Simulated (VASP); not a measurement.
# HfC (Fm-3m) in VASP: a series of runs

Runs on HfC. Level: PBEsol. Tasks: single point.

Everything below comes from runs of VASP 6.6.1. Logs are shortened: lines on timing, memory, paths and dates and some standing lists are left out, and cuts for length are marked.

**1. The cell of the first run**

The structure is cubic, space group Fm-3m (No. 225). Conventional cell: a = 4.607 Å, b = 4.607 Å, c = 4.607 Å, α = 90.00°, β = 90.00°, γ = 90.00°. Within 3.0 Å of Hf (site symmetry m-3m) lie 6 C at 2.30 Å. Within 3.0 Å of C (site symmetry m-3m) lie 6 Hf at 2.30 Å.

**2. Single point, PBEsol**

INCAR reads:

```
SYSTEM = HfC
PREC = Accurate
ENCUT = 520
EDIFF = 1E-6
ISMEAR = 0
SIGMA = 0.1
LREAL = .FALSE.
LASPH = .TRUE.
NELM = 60
ALGO = Normal
ISIF = 2
LWAVE = .FALSE.
LCHARG = .FALSE.
GGA = PS
NBANDS = 14
```

KPOINTS reads:

```
Automatic mesh
0
G
  16 16 16
  0 0 0
```

POSCAR reads:

```
HfC
1.0
    0.0000000000      2.3036603895      2.3036603895
    2.3036603895      0.0000000000      2.3036603895
    2.3036603895      2.3036603895      0.0000000000
Hf C
1 1
Direct
    0.5000000000      0.5000000000      0.5000000000
    0.0000000000      0.0000000000      0.0000000000
```

Potentials or basis: VASP PAW PBE potentials, release 64 (Hf_pv, C).

Command:

```console
> cat potpaw_PBE.64/Hf_pv/POTCAR potpaw_PBE.64/C/POTCAR > POTCAR
> mpirun -np 1 vasp_std > vasp.out
```

OUTCAR:

```text
SYSTEM = HfC
   PREC = Accurate
   ENCUT = 520
   EDIFF = 1E-6
   ISMEAR = 0
   LREAL = .FALSE.
   LASPH = .TRUE.
   NELM = 60
   ISIF = 2
   GGA = PS

 ion  position               nearest neighbor table
   1  0.500  0.500  0.500-   2 2.30   2 2.30   2 2.30   2 2.30   2 2.30   2 2.30
   2  0.000  0.000  0.000-   1 2.30   1 2.30   1 2.30   1 2.30   1 2.30   1 2.30

  LATTYP: Found a face centered cubic cell.
 ALAT       =     4.6073207790

  Lattice vectors:

 A1 = (   0.0000000000,   2.3036603895,   2.3036603895)
 A2 = (   2.3036603895,   0.0000000000,   2.3036603895)
 A3 = (   2.3036603895,   2.3036603895,   0.0000000000)

Analysis of symmetry for initial positions (statically):
=====================================================================
 Subroutine PRICEL returns:
 Original cell was already a primitive cell.

 Routine SETGRP: Setting up the symmetry group for a
 face centered cubic supercell.

 Subroutine GETGRP returns: Found 48 space group operations
 (whereof 48 operations were pure point group operations)
 out of a pool of 48 trial point group operations.

The static configuration has the point symmetry O_h .

Analysis of symmetry for dynamics (positions and initial velocities):
=====================================================================
 Subroutine PRICEL returns:
 Original cell was already a primitive cell.

 Routine SETGRP: Setting up the symmetry group for a
 face centered cubic supercell.

 Subroutine GETGRP returns: Found 48 space group operations
 (whereof 48 operations were pure point group operations)
 out of a pool of 48 trial point group operations.

The dynamic configuration has the point symmetry O_h .

 Subroutine INISYM returns: Found 48 space group operations
 (whereof 48 operations are pure point group operations),
 and found     1 'primitive' translations

----------------------------------------------------------------------------------------

                                     Primitive cell

  volume of cell :      24.4504

  direct lattice vectors                    reciprocal lattice vectors
     0.000000000  2.303660390  2.303660390    -0.217045882  0.217045882  0.217045882
     2.303660390  0.000000000  2.303660390     0.217045882 -0.217045882  0.217045882
     2.303660390  2.303660390  0.000000000     0.217045882  0.217045882 -0.217045882

  length of vectors
     3.257867766  3.257867766  3.257867766     0.375934494  0.375934494  0.375934494

  position of ions in fractional coordinates (direct lattice)
     0.500000000  0.500000000  0.500000000
     0.000000000  0.000000000  0.000000000

  ion indices of the primitive-cell ions
   primitive index   ion index
                 1           1
                 2           2

----------------------------------------------------------------------------------------
[... 87 lines left out ...]
   IALGO  =     38    algorithm
   IMIX   =      4    mixing-type and parameters
     AMIX     =   0.40;   BMIX     =  1.00
     AMIX_MAG =   1.60;   BMIX_MAG =  1.00
  volume/ion in A,a.u.               =      12.23        82.50
  Fermi-wavevector in a.u.,A,eV,Ry     =   1.359426  2.568944 25.144115  1.848040
  Thomas-Fermi vector in A             =   2.486175
   LORBIT       =      0    0 simple, 1 ext, 2 COOP (PROOUT), +10 PAW based schemes
   GGA     = PS    functional components
   LHFCALC =     F    Hartree Fock is set to
   AEXX    =    0.0000 exact exchange contribution
   IVDW    =     0    specifies the selected vdW correction
   LEPSILON=     F    determine dielectric tensor
   LRPA    =     F    only Hartree local field effects (RPA)
 non-spin polarized calculation
 Gauss-broadening in eV      SIGMA  =   0.10
  energy-cutoff  :      520.00
  volume of cell :       24.45
 maximum number of plane-waves:       684
   NGX = 13   NGY = 13   NGZ = 13

 number of electron      14.0000002 magnetization

 Free energy of the ion-electron system (eV)
  ---------------------------------------------------
  ext. energy  EPLUGINS =         0.00000000
  ---------------------------------------------------
  free energy    TOTEN  =       -22.19570897 eV

  energy without entropy =      -22.19343908  energy(sigma->0) =      -22.19457403

 E-fermi :   5.9970     XC(G=0): -12.5572

 val. band max:        5.9958321512   @ k =   0.4375   0.3750   0.0000
 cond. band min:       6.0082957367   @ k =   0.1250   0.0625   0.0000
 fundamental gap:      0.0124635855
 Fermi energy:         5.9969504934

 k-point     1 :       0.0000    0.0000    0.0000
  band No.  band energies     occupation
      1     -23.3466      2.00000
      2     -23.3466      2.00000
      3     -23.3466      2.00000
      4      -6.4087      2.00000
      5       7.0629      0.00000
      6       7.0629      0.00000
      7       7.0629      0.00000
      8       7.3715      0.00000
      9       7.3715      0.00000
     10       7.3715      0.00000
     11       9.4692      0.00000
     12       9.4692      0.00000
     13      13.1820      0.00000
     14      17.0456      0.00000
[... 377 lines left out ...]
      1     -23.4208      2.00000
      2     -23.3668      2.00000
      3     -23.3486      2.00000
      4      -6.1356      2.00000
      5       5.6251      2.00000
      6       5.9288      1.66493
      7       6.0282      0.65814
      8       7.5381      0.00000
      9       8.2354      0.00000
     10       8.2465      0.00000
     11      10.0923      0.00000
     12      11.0193      0.00000
     13      13.7728      0.00000
     14      17.7977      0.00000

 [... further k-points ...]

------------------------ aborting loop because EDIFF is reached ----------------------------------------

  FORCE on cell =-STRESS in cart. coord.  units (eV):
  Direction    XX          YY          ZZ          XY          YZ          ZX
  --------------------------------------------------------------------------------------
  -------------------------------------------------------------------------------------
  Total       -0.0559573     -0.0559573     -0.0559573     -0.0000000      0.0000000      0.0000000
  in kB       -3.6667529     -3.6667529     -3.6667529     -0.0000000      0.0000000      0.0000000
  external PRESSURE =      -3.6667529 kB  Pullay stress =       0.0000000 kB

 VOLUME and BASIS-vectors are now :
 -----------------------------------------------------------------------------
  energy-cutoff  :      520.00
  volume of cell :       24.45
      direct lattice vectors                 reciprocal lattice vectors
     0.000000000  2.303660390  2.303660390    -0.217045882  0.217045882  0.217045882
     2.303660390  0.000000000  2.303660390     0.217045882 -0.217045882  0.217045882
     2.303660390  2.303660390  0.000000000     0.217045882  0.217045882 -0.217045882

 POSITION                                       TOTAL-FORCE (eV/Angst)
 -----------------------------------------------------------------------------------
      2.30366      2.30366      2.30366        -0.000000     -0.000000     -0.000000
      0.00000      0.00000      0.00000         0.000000      0.000000      0.000000
 -----------------------------------------------------------------------------------
    total drift:                                0.000000     -0.000000      0.000000

  FREE ENERGIE OF THE ION-ELECTRON SYSTEM (eV)
  ---------------------------------------------------
  free  energy   TOTEN  =       -22.1957089712 eV

  energy  without entropy=      -22.1934390842  energy(sigma->0) =      -22.19457403
```

Run time: 31 s. Hardware: 1 thread of Intel Xeon 8259CL, shared host; peak memory 0.18 GiB.

What came out:

| Quantity | Value |
| --- | --- |
| Free energy | -22.1957 eV |
| Pressure | -0.4 GPa |
| Band gap on the k mesh | zero (bands 7 and 8 overlap by 1.46 eV) |

Caveat: the PAW data sets were made with another functional, which shifts forces and pressure a little; spin-orbit coupling is left out, which moves the levels of the heavy elements.

**3. Single point, PBEsol**

This run uses another cell than the first one, of 12.57 Å³/atom.

INCAR reads:

```
SYSTEM = HfC
PREC     = Accurate       ! precision mode
ENCUT    = 520            ! plane-wave cutoff, eV
EDIFF    = 1E-7           ! SCF threshold, eV
ISMEAR   = 0              ! smearing method
SIGMA    = 0.1            ! smearing width, eV
LREAL    = .FALSE.        ! projectors in reciprocal space
LASPH    = .TRUE.         ! aspherical terms in the spheres
NELM     = 100            ! most SCF steps
ALGO     = Normal         ! electronic algorithm
ISIF     = 2              ! what is computed and relaxed
LWAVE    = .FALSE.        ! write WAVECAR
LCHARG   = .FALSE.        ! write CHGCAR
GGA      = PS             ! functional
NBANDS   = 14             ! bands
```

KPOINTS reads:

```
regular mesh
0
G
  16 16 16
  0 0 0
```

POSCAR reads:

```
HfC
1.0
    0.0000000000      2.3250000000      2.3250000000
    2.3250000000      0.0000000000      2.3250000000
    2.3250000000      2.3250000000      0.0000000000
Hf C
1 1
Direct
    0.5000000000      0.5000000000      0.5000000000
    0.0000000000      0.0000000000      0.0000000000
```

Potentials or basis: VASP PAW PBE potentials, release 64 (Hf_pv, C).

Command:

```console
> cat potpaw_PBE.64/Hf_pv/POTCAR potpaw_PBE.64/C/POTCAR > POTCAR
> mpirun -np 1 vasp_std > vasp.out
```

Run time: 38 s. Hardware: 1 thread of Intel Xeon 8259CL, shared host; peak memory 0.18 GiB.

Results (log left out):

* Free energy: -22.1799 eV
* Pressure: -7.0 GPa
* Band gap on the k mesh: zero (bands 7 and 8 overlap by 1.45 eV)

Levels at points of the mesh, in eV from the Fermi level:
```tsv
k point	band 4	band 5	band 6	band 7	band 8	band 9	band 10	band 11
(0.00, 0.00, 0.00)	-12.27	1.05	1.05	1.05	1.37	1.37	1.37	3.39
(0.50, 0.00, 0.00)	-8.47	-6.15	-2.97	-2.97	5.31	5.31	5.78	6.54
(0.50, 0.50, 0.00)	-10.34	-2.56	-1.81	-0.06	-0.06	5.32	6.74	6.74
```

Caveat: the cell stands under tension; the PAW data sets were made with another functional, which shifts forces and pressure a little; spin-orbit coupling is left out, which moves the levels of the heavy elements.
